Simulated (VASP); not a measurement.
# CoO in VASP: a series of runs, part 2 of 2

VASP 6.6.1. The steps go on from the part before.

## 4. Single point, revPBE+D3(BJ)+U, collinear spin, ferromagnetic start (9.90 Å³/atom)

This run uses another cell than the first one, of 9.90 Å³/atom.

INCAR reads:

```
  PREC = Accurate
  ENCUT = 520
  EDIFF = 1E-6
  ISMEAR = 0
  SIGMA = 0.05
  LREAL = F
  LASPH = T
  NELM = 150
  ALGO = Normal
  ISIF = 2
  LWAVE = F
  LCHARG = F
  ISPIN = 2
  MAGMOM = 2.88 0.24
  LORBIT = 11
  LMAXMIX = 4
  LDAU = T
  LDAUTYPE = 2
  LDAUL = 2 -1
  LDAUU = 3.3 0
  LDAUJ = 0 0
  LDAUPRINT = 1
  GGA = RE
  IVDW = 12
  NBANDS = 18
```

KPOINTS reads:

```
Automatic mesh
0
Gamma
  10 10 10
```

POSCAR reads:

```
CoO
1.0
   -1.5259474641      1.5261534623      2.1569175805
    1.4958956076     -1.5261534623      2.1354367706
    1.5259474641      1.5261534623     -2.1569175805
Co O
1 1
Direct
    0.0000000000      0.0000000000      0.0000000000
    0.5000000000      0.5000000000      0.0000000000
```

Run with:

```
> cat potpaw_PBE.64/Co/POTCAR potpaw_PBE.64/O/POTCAR > POTCAR
> mpirun -np 1 vasp_std > vasp.out
```

Run time: 12 min. Hardware: 1 thread of Intel Xeon 8259CL, shared host; peak memory 0.29 GiB.

The run converged. Its results:

* Free energy: -11.7832 eV
* Pressure: -7.9 GPa
* Band gap on the k mesh: zero (filled and empty bands overlap)
* Net moment: 3.00 μB per cell
* Site moments: Co +2.73; O +0.25 μB
* Valence electrons inside the program's atomic spheres: Co 7.76; O 5.00
* Dispersion energy per atom: -0.493 eV

Stress tensor (GPa, compression positive):
```
-8.17  0.00 -0.36
 0.00 -7.69  0.00
-0.36  0.00 -7.88
```

Levels at points of the mesh, in eV from the Fermi level:
Spin up:
```tsv
k point	band 6	band 7	band 8	band 9	band 10	band 11	band 12	band 13
(0.00, 0.00, 0.00)	-4.00	-2.69	-2.69	-2.57	1.13	17.05	17.06	17.07
(0.50, 0.00, 0.00)	-3.59	-3.07	-0.55	-0.50	5.30	9.33	13.46	13.71
(0.00, 0.50, 0.00)	-4.14	-2.57	-0.53	-0.52	5.22	9.56	13.24	13.26
(0.50, 0.50, 0.00)	-3.92	-3.87	-3.79	-3.33	5.89	10.02	11.02	15.64
(0.50, 0.00, 0.50)	-3.59	-3.07	-0.55	-0.50	5.30	9.33	13.45	13.72
(0.50, 0.50, 0.50)	-3.92	-3.87	-3.79	-3.33	5.90	10.03	11.01	15.63
```
Spin down:
| k point | band 3 | band 4 | band 5 | band 6 | band 7 | band 8 | band 9 | band 10 |
| --- | --- | --- | --- | --- | --- | --- | --- | --- |
| (0.00, 0.00, 0.00) | -2.21 | -2.21 | -2.11 | -0.87 | -0.86 | 1.57 | 1.57 | 1.67 |
| (0.50, 0.00, 0.00) | -4.04 | -3.80 | -1.48 | -0.03 | 0.50 | 3.76 | 3.87 | 5.55 |
| (0.00, 0.50, 0.00) | -4.09 | -4.09 | -1.14 | 0.40 | 0.40 | 3.76 | 3.77 | 5.47 |
| (0.50, 0.50, 0.00) | -3.46 | -3.35 | -2.76 | -0.56 | 0.23 | 2.14 | 2.35 | 6.89 |
| (0.50, 0.00, 0.50) | -4.04 | -3.80 | -1.48 | -0.03 | 0.50 | 3.76 | 3.87 | 5.55 |
| (0.50, 0.50, 0.50) | -3.46 | -3.35 | -2.77 | -0.55 | 0.23 | 2.14 | 2.35 | 6.89 |

Eigenvalues of the final occupation matrices:
```tsv
site	spin	trace	eigenvalues
site 1 d	1	4.92	0.97 0.97 0.97 1.01 1.01
site 1 d	2	2.22	0.12 0.12 0.51 0.51 0.96
```

Caveat: the cell stands under tension; the PAW data sets were made with another functional, which shifts forces and pressure a little; a cell with one magnetic atom can't hold antiferromagnetic order, which such compounds often take. The state reached can hang on the start; a lower one may exist.

## 5. Relaxation of shape and atoms at fixed volume, revPBE+D3(BJ)+U, collinear spin, ferromagnetic start (9.89 Å³/atom)

This run uses another cell than the first one, of 9.89 Å³/atom.

INCAR reads:

```
PREC = Accurate
ENCUT = 600
EDIFF = 1E-6
ISMEAR = 0
SIGMA = 0.05
LREAL = False
LASPH = True
NELM = 150
ALGO = Normal
ISIF = 4
LWAVE = False
LCHARG = False
ISPIN = 2
MAGMOM = 2.88 0.24
LORBIT = 11
LMAXMIX = 4
LDAU = True
LDAUTYPE = 2
LDAUL = 2 -1
LDAUU = 3.3 0
LDAUJ = 0 0
LDAUPRINT = 1
GGA = RE
IVDW = 12
IBRION = 2
NSW = 60
EDIFFG = -0.04
```

KPOINTS is that of step 4.

POSCAR reads:

```
CoO
1.0
   -1.5256110041      1.5258169569      2.1564419963
    1.4955657738     -1.5258169569      2.1349659228
    1.5256110041      1.5258169569     -2.1564419963
Co O
1 1
Direct
    0.0000000000      0.0000000000      0.0000000000
    0.5000000000      0.5000000000      0.0000000000
```

Potentials or basis: VASP PAW PBE potentials, release 64 (Co, O).

Run with:

```
> cat potpaw_PBE.64/Co/POTCAR potpaw_PBE.64/O/POTCAR > POTCAR
> mpirun -np 1 vasp_std > vasp.out
```

OUTCAR:

```text
PREC = Accurate
   ENCUT = 600
   EDIFF = 1E-6
   ISMEAR = 0
   LREAL = False
   LASPH = True
   NELM = 150
   ISIF = 4
   ISPIN = 2
   LORBIT = 11
   GGA = RE
   IVDW = 12
   IBRION = 2
   NSW = 60
   EDIFFG = -0.04
 IVDW          = 12

 ion  position               nearest neighbor table
   1  0.000  0.000  0.000-   2 2.15   2 2.15   2 2.15   2 2.15   2 2.15   2 2.15
   2  0.500  0.500  0.000-   1 2.15   1 2.15   1 2.15   1 2.15   1 2.15   1 2.15

  LATTYP: Found a base centered monoclinic cell.
 ALAT       =     5.2133660816
 B/A-ratio  =     0.5853480968
 C/A-ratio  =     0.5795206132
 COS(beta)  =    -0.5679063841

  Lattice vectors:

 A1 = (  -1.4955657738,  -1.5258169569,  -2.1349659228)
 A2 = (  -1.4955657738,   1.5258169569,  -2.1349659228)
 A3 = (   3.0211767779,   0.0000000000,  -0.0214760735)

Analysis of symmetry for initial positions (statically):
=====================================================================
 Subroutine PRICEL returns:
 Original cell was already a primitive cell.

 Routine SETGRP: Setting up the symmetry group for a
 base centered monoclinic supercell.

 Subroutine GETGRP returns: Found  4 space group operations
 (whereof  4 operations were pure point group operations)
 out of a pool of  4 trial point group operations.

The static configuration has the point symmetry C_2h.

Analysis of symmetry for dynamics (positions and initial velocities):
=====================================================================
 Subroutine PRICEL returns:
 Original cell was already a primitive cell.

 Routine SETGRP: Setting up the symmetry group for a
 base centered monoclinic supercell.

 Subroutine GETGRP returns: Found  4 space group operations
 (whereof  4 operations were pure point group operations)
 out of a pool of  4 trial point group operations.

The dynamic configuration has the point symmetry C_2h.

Analysis of structural, dynamic, and magnetic symmetry:
=====================================================================
 Subroutine PRICEL returns:
 Original cell was already a primitive cell.

 Routine SETGRP: Setting up the symmetry group for a
 base centered monoclinic supercell.

 Subroutine GETGRP returns: Found  4 space group operations
 (whereof  4 operations were pure point group operations)
 out of a pool of  4 trial point group operations.

The overall configuration has the point symmetry C_2h.

 Subroutine INISYM returns: Found  4 space group operations
 (whereof  4 operations are pure point group operations),
 and found     1 'primitive' translations

----------------------------------------------------------------------------------------

                                     Primitive cell

  volume of cell :      19.7814

  direct lattice vectors                    reciprocal lattice vectors
[... 134 lines left out ...]
spin component  1

  1.0091 -0.0002  0.0000  0.0000  0.0000
 -0.0002  0.9687 -0.0000  0.0000  0.0000
  0.0000 -0.0000  1.0092 -0.0001  0.0002
  0.0000  0.0000 -0.0001  0.9672 -0.0011
  0.0000  0.0000  0.0002 -0.0011  0.9679

spin component  2

  0.1499 -0.1036 -0.0000  0.0000 -0.0000
 -0.1036  0.4833 -0.0000  0.0000  0.0000
 -0.0000 -0.0000  0.1501 -0.0598  0.0843
  0.0000  0.0000 -0.0598  0.7985  0.2240
 -0.0000  0.0000  0.0843  0.2240  0.6424

 occupancies and eigenvectors

  o =  0.1203  v =  0.0000  0.0000  0.0000  0.0000  0.0000 -0.9616 -0.2745 -0.0000  0.0000 -0.0000      0.0000  0.0000  0.0000  0.0000  0.0000  0.0000  0.0000  0.0000  0.0000  0.0000
  o =  0.1206  v =  0.0000  0.0000  0.0000  0.0000  0.0000  0.0000 -0.0000 -0.9617 -0.1587  0.2235      0.0000  0.0000  0.0000  0.0000  0.0000  0.0000  0.0000  0.0000  0.0000  0.0000
  o =  0.5127  v =  0.0000  0.0000  0.0000  0.0000  0.0000  0.0000 -0.0000  0.2742 -0.5571  0.7839      0.0000  0.0000  0.0000  0.0000  0.0000  0.0000  0.0000  0.0000  0.0000  0.0000
  o =  0.5129  v =  0.0000  0.0000  0.0000  0.0000  0.0000  0.2745 -0.9616 -0.0000  0.0000 -0.0000      0.0000  0.0000  0.0000  0.0000  0.0000  0.0000  0.0000  0.0000  0.0000  0.0000
  o =  0.9577  v =  0.0000  0.0000  0.0000  0.0000  0.0000  0.0000  0.0000  0.0001  0.8151  0.5793      0.0000  0.0000  0.0000  0.0000  0.0000  0.0000  0.0000  0.0000  0.0000  0.0000
  o =  0.9664  v =  0.0000  0.0000 -0.0002  0.8139  0.5810  0.0000  0.0000  0.0000  0.0000  0.0000      0.0000  0.0000  0.0000  0.0000  0.0000  0.0000  0.0000  0.0000  0.0000  0.0000
  o =  0.9687  v =  0.0000 -0.0000 -0.0060 -0.5810  0.8139  0.0000  0.0000  0.0000  0.0000  0.0000      0.0000  0.0000  0.0000  0.0000  0.0000  0.0000  0.0000  0.0000  0.0000  0.0000
  o =  0.9687  v =  0.0060  1.0000 -0.0000 -0.0000 -0.0000  0.0000  0.0000  0.0000  0.0000  0.0000      0.0000  0.0000  0.0000  0.0000  0.0000  0.0000  0.0000  0.0000  0.0000  0.0000
  o =  1.0091  v = -1.0000  0.0060 -0.0000 -0.0000 -0.0000  0.0000  0.0000  0.0000  0.0000  0.0000      0.0000  0.0000  0.0000  0.0000  0.0000  0.0000  0.0000  0.0000  0.0000  0.0000
  o =  1.0092  v =  0.0000 -0.0000  1.0000 -0.0034  0.0050  0.0000  0.0000  0.0000  0.0000  0.0000      0.0000  0.0000  0.0000  0.0000  0.0000  0.0000  0.0000  0.0000  0.0000  0.0000

 number of electron      15.0000005 magnetization       2.9999924

 Free energy of the ion-electron system (eV)
  ---------------------------------------------------
  ext. energy  EPLUGINS =         0.00000000
  ---------------------------------------------------
  free energy    TOTEN  =       -10.79856899 eV

  energy without entropy =      -10.79635381  energy(sigma->0) =      -10.79746140

 E-fermi :   7.5373     XC(G=0): -12.1095

 val. band max:        7.5372618126   @ k =   0.5000   0.1000  -0.0000
 cond. band min:       7.5382972151   @ k =  -0.3000   0.4000   0.3000
 fundamental gap:      0.0010354025
 Fermi energy:         7.5373380568

 spin component 1

 k-point     1 :       0.0000    0.0000    0.0000
  band No.  band energies     occupation
      1     -12.1653      1.00000
      2       2.5994      1.00000
      3       2.5995      1.00000
      4       2.8311      1.00000
      5       2.8324      1.00000
      6       3.5336      1.00000
      7       4.8428      1.00000
      8       4.8438      1.00000
      9       4.9652      1.00000
     10       8.6755      0.00000
     11      24.5925      0.00000
     12      24.6060      0.00000
[... 745 lines left out ...]
      2       2.2447      1.00000
      3       4.0843      1.00000
      4       4.3532      1.00000
      5       5.2186      1.00000
      6       7.3045      1.00000
      7       7.5268      0.61715
      8       9.6657      0.00000
      9       9.8737      0.00000
     10      13.5481      0.00000
     11      20.1716      0.00000
     12      21.0044      0.00000
     13      23.6188      0.00000

 [... further k-points ...]

------------------------ aborting loop because EDIFF is reached ----------------------------------------

 Edisp (eV)   -0.98765

 E8    (eV) :    -0.6503

  FORCE on cell =-STRESS in cart. coord.  units (eV):
  Direction    XX          YY          ZZ          XY          YZ          ZX
  --------------------------------------------------------------------------------------
  -------------------------------------------------------------------------------------
  Total      -1.02828    -0.96862    -0.99016    -0.00000     0.00000    -0.04527
  in kB     -83.28462   -78.45225   -80.19724    -0.00000     0.00000    -3.66646
  external pressure =      -80.64 kB  Pullay stress =        0.00 kB

 VOLUME and BASIS-vectors are now :
 -----------------------------------------------------------------------------
  energy-cutoff  :      600.00
  volume of cell :       19.78
      direct lattice vectors                 reciprocal lattice vectors
    -1.525611004  1.525816957  2.156441996     0.001656535  0.327693304  0.233035356
     1.495565774 -1.525816957  2.134965923     0.332669860  0.000000000  0.235352864
     1.525611004  1.525816957 -2.156441996     0.331013325  0.327693304  0.002317508

 POSITION                                       TOTAL-FORCE (eV/Angst)
 -----------------------------------------------------------------------------------
      0.00000      0.00000      0.00000         0.000000     -0.000000      0.000000
     -0.01502      0.00000      2.14570        -0.000000      0.000000      0.000000
 -----------------------------------------------------------------------------------
    total drift:                               -0.000000      0.000000     -0.000000

  FREE ENERGIE OF THE ION-ELECTRON SYSTEM (eV)
  ---------------------------------------------------
  free  energy   TOTEN  =       -11.7862146033 eV

  energy  without entropy=      -11.7839994190  energy(sigma->0) =      -11.78510701

 reached required accuracy - stopping structural energy minimisation

 total charge

# of ion       s       p       d       tot
------------------------------------------
    1        0.291   0.346   7.123   7.760
    2        1.553   3.445   0.000   4.999
--------------------------------------------------
tot          1.844   3.791   7.123  12.759

 magnetization (x)

# of ion       s       p       d       tot
------------------------------------------
    1        0.021   0.016   2.697   2.733
    2        0.022   0.226   0.000   0.248
--------------------------------------------------
tot          0.042   0.242   2.697   2.981
```

OSZICAR:

```text
N       E                     dE             d eps       ncg     rms          rms(c)
DAV:   1     0.954537216818E+02    0.95454E+02   -0.79898E+03 14896   0.150E+03
DAV:   2    -0.570209628855E+01   -0.10116E+03   -0.88560E+02 15966   0.285E+02
DAV:   3    -0.125296481845E+02   -0.68276E+01   -0.67027E+01 16249   0.859E+01
[... 31 lines left out ...]
DAV:  35    -0.107985648280E+02   -0.12882E-05   -0.26904E-05 15294   0.514E-02    0.895E-03
DAV:  36    -0.107985671813E+02   -0.23534E-05   -0.20877E-05  9787   0.429E-02    0.357E-03
DAV:  37    -0.107985683711E+02   -0.11898E-05   -0.31289E-05 14938   0.492E-02    0.263E-03
DAV:  38    -0.107985689157E+02   -0.54459E-06   -0.46324E-05 15916   0.585E-02    0.116E-03
DAV:  39    -0.107985689916E+02   -0.75919E-07   -0.74059E-06  9303   0.227E-02
   1 F= -.11786215E+02 E0= -.11785107E+02  d E =-.117862E+02  mag=     3.0000
```

CONTCAR:

```text
CoO
   1.00000000000000
    -1.5256110040999999    1.5258169569000000    2.1564419962999999
     1.4955657738000001   -1.5258169569000000    2.1349659228000002
     1.5256110040999999    1.5258169569000000   -2.1564419962999999
  Co              O
     1     1
Direct
     0.0000000000000000    0.0000000000000000    0.0000000000000000
     0.5000000000000000    0.5000000000000000    0.0000000000000000

  0.00000000E+00  0.00000000E+00  0.00000000E+00
  0.00000000E+00  0.00000000E+00  0.00000000E+00
```

It took 2.2 min on 1 thread of Intel Xeon 6975P-C (Granite Rapids), shared host; peak memory 0.28 GiB.

Results:

- Free energy: -11.7862 eV
- Pressure after relaxing: -8.1 GPa
- Band gap on the k mesh: zero (filled and empty bands overlap)
- Net moment: 3.00 μB per cell
- Site moments: Co +2.73; O +0.25 μB
- Valence electrons inside the program's atomic spheres: Co 7.76; O 5.00
- Dispersion energy per atom: -0.494 eV

Final structure:
```xyz
2
Lattice="-1.5256 1.5258 2.1564 1.4956 -1.5258 2.1350 1.5256 1.5258 -2.1564" Properties=species:S:1:pos:R:3 pbc="T T T"
Co    0.0000    0.0000    0.0000
O    -0.0150    0.0000    2.1457
```

Eigenvalues of the final occupation matrices:
```csv
site,spin,trace,eigenvalues
site 1 d,1,4.92,0.97 0.97 0.97 1.01 1.01
site 1 d,2,2.22,0.12 0.12 0.51 0.51 0.96
```

Caveat: the relaxation stopped at its first step, so nothing moved; the PAW data sets were made with another functional, which shifts forces and pressure a little; a cell with one magnetic atom can't hold antiferromagnetic order, which such compounds often take.

## 6. Overview

| task | level | cell | cutoff (eV) | gap on the mesh (eV) | pressure (GPa) | moment (μB) |
| --- | --- | --- | --- | --- | --- | --- |
| relaxation of shape and atoms at fixed volume | PBE+U | relaxed from a = 2.998 Å, angles 119.6, 119.6, 90.7°, 2 atoms | 600 | none | 1.3 | 3.00 |
| single point | revPBE+D3(BJ)+U | a = 3.051, b = 3.020 Å, angles 120.3, 120.0, 90.0°, 2 atoms | 520 | none | -7.8 | 3.00 |
| single point | revPBE+D3(BJ)+U | a = 3.051, b = 3.021 Å, angles 120.3, 120.0, 90.0°, 2 atoms | 520 | none | -7.9 | 3.00 |
| relaxation of shape and atoms at fixed volume | revPBE+D3(BJ)+U | relaxed from a = 3.051, b = 3.020 Å, angles 120.3, 120.0, 90.0°, 2 atoms | 600 | none | -8.1 | 3.00 |

Alike in all rows: potentials or basis VASP PAW PBE potentials, release 64 (Co, O); spin collinear, ferromagnetic start; Co d U = 3.3 eV; k mesh 10 × 10 × 10; smearing gaussian 0.05 eV.

Caveats: a cell with one magnetic atom can't hold antiferromagnetic order, which such compounds often take; the PAW data sets were made with another functional, which shifts forces and pressure a little (at least some runs); the cell stands under tension (at least some runs); the relaxation stopped at its first step, so nothing moved (at least some runs).

Absolute energies hang on the potentials; compare differences alone.
